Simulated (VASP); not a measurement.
# S (R-3m) in VASP: single point with LDA

Aim: the single point of S with LDA.

Program: VASP 6.6.1. These are calculated values, not measurements. Logs are shortened: lines on timing, memory, paths and dates and some standing lists are left out, and cuts for length are marked.

## (1) The cell of the first run

The structure is trigonal, space group R-3m (No. 166). The conventional cell has a = 3.277 Å, b = 3.277 Å, c = 2.584 Å, α = 90.00°, β = 90.00°, γ = 120.00°. Within 2.8 Å of S (site symmetry -3m) lie 14 S at 2.08 to 2.58 Å.

## (2) Single point, LDA

Contents of INCAR:

```
PREC = Accurate
ENCUT = 520
EDIFF = 1E-7
ISMEAR = 1
SIGMA = 0.1
LREAL = False
LASPH = True
NELM = 100
ALGO = Normal
ISIF = 2
LWAVE = False
LCHARG = False
NBANDS = 9
```

Contents of KPOINTS:

```
regular mesh
0
Gamma
  12 12 12
```

Contents of POSCAR:

```
S
1.0
    1.6385000000      0.9460000000      0.8613000000
   -1.6385000000      0.9460000000      0.8613000000
    0.0000000000     -1.8920000000      0.8613000000
S
1
Direct
    0.0000000000      0.0000000000      0.0000000000
```

Potentials or basis: VASP PAW LDA potentials, release 64 (S).

On the command line:

```sh
$ cat potpaw_LDA.64/S/POTCAR > POTCAR
$ mpirun -np 1 vasp_std > vasp.out
```

OUTCAR:

```text
PREC = Accurate
   ENCUT = 520
   EDIFF = 1E-7
   ISMEAR = 1
   LREAL = False
   LASPH = True
   NELM = 100
   ISIF = 2

 ion  position               nearest neighbor table
   1  0.000  0.000  0.000-

  LATTYP: Found a base centered monoclinic cell.
 ALAT       =     2.5587134971
 B/A-ratio  =     1.2807217392
 C/A-ratio  =     0.8124482051
 COS(beta)  =    -0.3940487160

  Lattice vectors:

 A1 = (   1.6385000000,   0.9460000000,   0.8613000000)
 A2 = (  -1.6385000000,   0.9460000000,   0.8613000000)
 A3 = (   0.0000000000,  -1.8920000000,   0.8613000000)

Analysis of symmetry for initial positions (statically):
=====================================================================
 Subroutine PRICEL returns:
 Original cell was already a primitive cell.

 Routine SETGRP: Setting up the symmetry group for a
 base centered monoclinic supercell.

 Subroutine GETGRP returns: Found  4 space group operations
 (whereof  4 operations were pure point group operations)
 out of a pool of  4 trial point group operations.

The static configuration has the point symmetry C_2h.

Analysis of symmetry for dynamics (positions and initial velocities):
=====================================================================
 Subroutine PRICEL returns:
 Original cell was already a primitive cell.

 Routine SETGRP: Setting up the symmetry group for a
 base centered monoclinic supercell.

 Subroutine GETGRP returns: Found  4 space group operations
 (whereof  4 operations were pure point group operations)
 out of a pool of  4 trial point group operations.

The dynamic configuration has the point symmetry C_2h.

 Subroutine INISYM returns: Found  4 space group operations
 (whereof  4 operations are pure point group operations),
 and found     1 'primitive' translations

----------------------------------------------------------------------------------------

                                     Primitive cell

  volume of cell :       8.0102

  direct lattice vectors                    reciprocal lattice vectors
     1.638500000  0.946000000  0.861300000     0.305157156  0.176180409  0.387011881
    -1.638500000  0.946000000  0.861300000    -0.305157156  0.176180409  0.387011881
     0.000000000 -1.892000000  0.861300000     0.000000000 -0.352360817  0.387011881

  length of vectors
     2.078806374  2.078806374  2.078822188     0.523391462  0.523391462  0.523389283

  position of ions in fractional coordinates (direct lattice)
     0.000000000  0.000000000  0.000000000

  ion indices of the primitive-cell ions
   primitive index   ion index
                 1           1

----------------------------------------------------------------------------------------

 KPOINTS: regular mesh

Automatic generation of k-mesh.
 Grid dimensions read from file:
 generate k-points for:   12   12   12

 Generating k-lattice:

  Cartesian coordinates                     Fractional coordinates (reciprocal lattice)
     0.025429763  0.014681701  0.032250990     0.083333333  0.000000000  0.000000000
    -0.025429763  0.014681701  0.032250990     0.000000000  0.083333333  0.000000000
     0.000000000 -0.029363401  0.032250990     0.000000000  0.000000000  0.083333333

  Length of vectors
     0.043615955  0.043615955  0.043615774

  Shift w.r.t. Gamma in fractional coordinates (k-lattice)
     0.000000000  0.000000000  0.000000000

 Subroutine IBZKPT returns following result:
 ===========================================

 Found    476 irreducible k-points:

 Following reciprocal coordinates:
            Coordinates               Weight
  0.000000  0.000000  0.000000      1.000000
  0.083333  0.000000 -0.000000      4.000000
 -0.000000 -0.000000  0.083333      2.000000
  0.166667  0.000000  0.000000      4.000000
  0.000000  0.000000  0.166667      2.000000
  0.250000 -0.000000 -0.000000      4.000000
[... 16 lines left out ...]
 -0.333333  0.000000 -0.083333      4.000000
  0.083333 -0.000000  0.333333      4.000000
 [... further k-points ...]
   k-points           NKPTS =    476   k-points in BZ     NKDIM =    476   number of bands    NBANDS=      9
   number of dos      NEDOS =    301   number of ions     NIONS =      1
   total plane-waves  NPLWV =   4096
   dimension x,y,z NGX =    16 NGY =   16 NGZ =   16
   dimension x,y,z NGXF=    32 NGYF=   32 NGZF=   32
   ions per type =               1
   NGX,Y,Z   is equivalent  to a cutoff of  12.80, 12.80, 12.80 a.u.
   NGXF,Y,Z  is equivalent  to a cutoff of  25.59, 25.59, 25.59 a.u.
 SYSTEM =  unknown system
   PREC   = accura    normal or accurate (medium, high low for compatibility)
   ISTART =      0    job   : 0-new  1-cont  2-samecut
   ICHARG =      2    charge: 1-file 2-atom 10-const
   ISPIN  =      1    spin polarized calculation?
   LNONCOLLINEAR =      F non collinear calculations
   LSORBIT =      F    spin-orbit coupling
   LASPH  =      T    aspherical Exc in radial PAW
   ENCUT  =  520.0 eV  38.22 Ry    6.18 a.u.   3.87  3.87  3.87*2*pi/ulx,y,z
   NELM   =    100;   NELMIN=  2; NELMDL= -5     # of ELM steps
   EDIFF  = 0.1E-06   stopping-criterion for ELM
   LREAL  =      F    real-space projection
   EDIFFG = 0.1E-05   stopping-criterion for IOM
   NSW    =      0    number of steps for IOM
   IBRION =     -1    ionic relax: 0-MD 1-quasi-New 2-CG
   NFREE  =      0    steps in history (QN), initial steepest desc. (CG)
   ISIF   =      2    stress and relaxation
   ISYM   =      2    0-nonsym 1-usesym 2-fastsym
   POTIM  = 0.5000    time-step for ionic-motion
   TEBEG  =    0.0;   TEEND  =   0.0 temperature during run
   PSTRESS=    0.0 pullay stress
   NELECT =       6.0000    total number of electrons
   NUPDOWN=      -1.0000    fix difference up-down
   EMIN   =  10.00;   EMAX   =-10.00  energy-range for DOS
   EFERMI =   0.00;   METHOD = LEGACY
   ISMEAR =     1;   SIGMA  =   0.10  broadening in eV -4-tet -1-fermi 0-gaus
   EFERMI_NEDOS =   21; number of points for ismear=-14 and -15
   IALGO  =     38    algorithm
   IMIX   =      4    mixing-type and parameters
     AMIX     =   0.40;   BMIX     =  1.00
     AMIX_MAG =   1.60;   BMIX_MAG =  1.00
  volume/ion in A,a.u.               =       8.01        54.06
  Fermi-wavevector in a.u.,A,eV,Ry     =   1.486771  2.809590 30.075525  2.210489
  Thomas-Fermi vector in A             =   2.600016
   LORBIT       =      0    0 simple, 1 ext, 2 COOP (PROOUT), +10 PAW based schemes
   GGA     = CA    functional components
   LHFCALC =     F    Hartree Fock is set to
   AEXX    =    0.0000 exact exchange contribution
   IVDW    =     0    specifies the selected vdW correction
   LEPSILON=     F    determine dielectric tensor
   LRPA    =     F    only Hartree local field effects (RPA)
 non-spin polarized calculation
 Methfessel and Paxton  Order N= 1 SIGMA  =   0.10
  energy-cutoff  :      520.00
  volume of cell :        8.01
 maximum number of plane-waves:       226
   NGX =  7   NGY =  7   NGZ =  7

 number of electron       5.9999998 magnetization

 Free energy of the ion-electron system (eV)
  ---------------------------------------------------
  ext. energy  EPLUGINS =         0.00000000
  ---------------------------------------------------
  free energy    TOTEN  =        -1.43818490 eV

  energy without entropy =       -1.43809197  energy(sigma->0) =       -1.43815392

 E-fermi :  21.0505     XC(G=0): -14.5957

 val. band max:       21.0498989266   @ k =   0.5000   0.5000   0.4167
 cond. band min:      21.0962181641   @ k =   0.2500   0.0833   0.0833
 fundamental gap:      0.0463192374
 Fermi energy:        21.0505015720

 k-point     1 :       0.0000    0.0000    0.0000
  band No.  band energies     occupation
      1      -5.8731      2.00000
      2      25.8378      0.00000
      3      29.0960      0.00000
      4      29.0961      0.00000
      5      29.2040      0.00000
      6      29.2042      0.00000
      7      37.2687      0.00000
      8      43.5718      0.00000
      9      43.5724      0.00000

 k-point     2 :       0.0833    0.0000   -0.0000
  band No.  band energies     occupation
      1      -5.6085      2.00000
      2      23.7047      0.00000
      3      26.5803      0.00000
      4      27.9388      0.00000
      5      30.4452      0.00000
      6      33.3535      0.00000
      7      37.4726      0.00000
      8      42.3018      0.00000
      9      42.7142      0.00000

 k-point     3 :      -0.0000   -0.0000    0.0833
  band No.  band energies     occupation
      1      -5.6085      2.00000
      2      23.7045      0.00000
      3      26.5804      0.00000
      4      27.9389      0.00000
      5      30.4452      0.00000
      6      33.3534      0.00000
      7      37.4726      0.00000
      8      42.3015      0.00000
      9      42.7147      0.00000

 k-point     4 :       0.1667    0.0000    0.0000
  band No.  band energies     occupation
      1      -4.8170      2.00000
      2      19.2374      2.00000
      3      25.9848      0.00000
      4      27.0244      0.00000
      5      31.3184      0.00000
      6      36.5960      0.00000
      7      37.5730      0.00000
      8      40.8252      0.00000
      9      42.7717      0.00000

 k-point     5 :       0.0000    0.0000    0.1667
  band No.  band energies     occupation
      1      -4.8170      2.00000
      2      19.2373      2.00000
      3      25.9849      0.00000
      4      27.0244      0.00000
      5      31.3183      0.00000
      6      36.5957      0.00000
      7      37.5732      0.00000
      8      40.8251      0.00000
      9      42.7723      0.00000

 k-point     6 :       0.2500   -0.0000   -0.0000
  band No.  band energies     occupation
      1      -3.5068      2.00000
      2      14.8152      2.00000
      3      25.5428      0.00000
      4      26.4921      0.00000
      5      31.0910      0.00000
      6      35.4406      0.00000
      7      40.6960      0.00000
      8      40.9462      0.00000
      9      44.4620      0.00000
[... 169 lines left out ...]
 k-point    21 :       0.0833    0.0000    0.2500
  band No.  band energies     occupation
      1      -2.7515      2.00000
      2      13.7102      2.00000
      3      21.5395     -0.00000
      4      25.2540      0.00000
      5      33.4189      0.00000
      6      37.5878      0.00000
      7      42.3067      0.00000
      8      43.5194      0.00000
      9      45.7165      0.00000

 k-point    22 :       0.3333    0.0833    0.0000
  band No.  band energies     occupation
      1      -0.7913      2.00000
      2       9.7319      2.00000
      3      21.5347     -0.00000
      4      25.2337      0.00000
      5      32.1770      0.00000
      6      36.2905      0.00000
      7      43.7097      0.00000
      8      45.8665      0.00000
      9      48.4822      0.00000

 k-point    23 :      -0.3333    0.0000   -0.0833
  band No.  band energies     occupation
      1      -0.7913      2.00000
      2       9.7319      2.00000
      3      21.5343     -0.00000
      4      25.2342      0.00000
      5      32.1773      0.00000
      6      36.2901      0.00000
      7      43.7095      0.00000
      8      45.8667      0.00000
      9      48.4822      0.00000

 k-point    24 :       0.0833   -0.0000    0.3333
  band No.  band energies     occupation
      1      -0.7913      2.00000
      2       9.7318      2.00000
      3      21.5345     -0.00000
      4      25.2340      0.00000
      5      32.1769      0.00000
      6      36.2902      0.00000
      7      43.7101      0.00000
      8      45.8670      0.00000
      9      48.4824      0.00000

 [... further k-points ...]
[... 5 lines left out ...]
  --------------------------------------------------------------------------------------
  -------------------------------------------------------------------------------------
  Total        9.9304615      9.9299595      9.9791014      0.0000000      0.0000846      0.0000000
  in kB     1986.2629275   1986.1625016   1995.9917337      0.0000000      0.0169305      0.0000000
  external PRESSURE =    1989.4723876 kB  Pullay stress =       0.0000000 kB

 VOLUME and BASIS-vectors are now :
 -----------------------------------------------------------------------------
  energy-cutoff  :      520.00
  volume of cell :        8.01
      direct lattice vectors                 reciprocal lattice vectors
     1.638500000  0.946000000  0.861300000     0.305157156  0.176180409  0.387011881
    -1.638500000  0.946000000  0.861300000    -0.305157156  0.176180409  0.387011881
     0.000000000 -1.892000000  0.861300000     0.000000000 -0.352360817  0.387011881

 POSITION                                       TOTAL-FORCE (eV/Angst)
 -----------------------------------------------------------------------------------
      0.00000      0.00000      0.00000        -0.000000      0.000000     -0.000000
 -----------------------------------------------------------------------------------
    total drift:                                0.000000      0.000000     -0.000000

  FREE ENERGIE OF THE ION-ELECTRON SYSTEM (eV)
  ---------------------------------------------------
  free  energy   TOTEN  =        -1.4381848984 eV

  energy  without entropy=       -1.4380919654  energy(sigma->0) =       -1.43815392
```

Wall time 11 s (1 thread of Intel Xeon Platinum 8259CL at 2.50GHz (Skylake/Cascade Lake), shared host); peak memory 0.13 GiB.

Results:

| Property | Result |
| --- | --- |
| Free energy | -1.4382 eV |
| Pressure | 198.9 GPa |
| Band gap on the k mesh | zero (band 3 reaches 29.10 eV, above the bottom of band 4 at 14.10 eV) |

Levels at points of the mesh, in eV from the Fermi level:
| k point | band 1 | band 2 | band 3 | band 4 | band 5 | band 6 | band 7 |
| --- | --- | --- | --- | --- | --- | --- | --- |
| (0.00, 0.00, 0.00) | -26.92 | 4.79 | 8.05 | 8.05 | 8.15 | 8.15 | 16.22 |
| (0.50, 0.00, 0.00) | -18.55 | -16.39 | 4.01 | 6.09 | 6.77 | 11.59 | 24.98 |
| (0.00, 0.00, 0.50) | -18.55 | -16.39 | 4.01 | 6.09 | 6.77 | 11.59 | 24.98 |
| (0.50, 0.50, 0.00) | -14.68 | -13.86 | -4.81 | 0.50 | 8.11 | 11.94 | 20.21 |
| (0.50, 0.00, 0.50) | -14.68 | -13.86 | -4.81 | 0.50 | 8.11 | 11.94 | 20.21 |
| (0.50, 0.50, 0.50) | -8.37 | -8.37 | -4.41 | -4.28 | -1.46 | -1.46 | 18.25 |
